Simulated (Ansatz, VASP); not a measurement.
**W: VASP beside Ansatz**

INCAR

```
PREC = Accurate ; ENCUT = 600
EDIFF = 1E-6 ; ISMEAR = -1
SIGMA = 0.05 ; LREAL = F
LASPH = T ; NELM = 80
ALGO = Normal ; ISIF = 3
LWAVE = F ; LCHARG = F
GGA = RE ; IVDW = 12
IBRION = 2 ; NSW = 60
EDIFFG = -0.01
```

Contents of KPOINTS:

```
Automatic mesh
0
Gamma
  12 12 12
```

Contents of POSCAR:

```
W
1.0
   -1.5823450000      1.5823450000      1.5823450000
    1.5823450000     -1.5823450000      1.5823450000
    1.5823450000      1.5823450000     -1.5823450000
W
1
Direct
    0.0000000000      0.0000000000      0.0000000000
```

Contents of input.yaml:

```yaml
crystal:
  lattice:
    - [-1.582345, 1.582345, 1.582345]
    - [1.582345, -1.582345, 1.582345]
    - [1.582345, 1.582345, -1.582345]
  atoms:
    - { symbol: W, position: [0.0, 0.0, 0.0] }
hamiltonian:
  xc: revpbe
  pseudopotentials: { kind: paw }
  dispersion: d3bj
kpoints:
  mp_grid: { grid: [12, 12, 12] }
scf:
  occupations: { method: fermi_dirac, width: 0.05 }
output:
  forces: true
  stress: true
relax:
  f_tol: 0.01
  max_steps: 40
  cell: { stress_tol: 0.05 }
```

Alike in both runs: task relaxation of cell and atoms; functional revPBE; dispersion D3(BJ); k mesh 12 × 12 × 12; occupations fermi-dirac, width 0.05 eV; no spin polarisation.

|  | VASP | Ansatz |
| --- | --- | --- |
| version | VASP 6.6.1 | Ansatz 0.2.0 |
| potentials or method | VASP PAW PBE potentials, release 64 (W_sv) | Ansatz PAW |
| plane-wave cutoff (eV) | 600 | 420 |
| valence electrons in the cell | 14 | 14 |

VASP gave:

| Quantity | Value |
| --- | --- |
| relaxed volume (Å³/atom) | 15.66 |
| relaxed cell length with the largest relative difference (Å) | 2.730 |

Question: What did Ansatz give for the same quantities?

Answer: Relaxed volume (Å³/atom): 15.62; relaxed cell length with the largest relative difference (Å): 2.728.

VASP's potentials were made for PBE, not for revPBE.

Spin-orbit coupling is off throughout. Noted on Ansatz's run: the plane-wave basis is chosen anew once the cell has moved, so the energies of steps on either side of that aren't comparable.
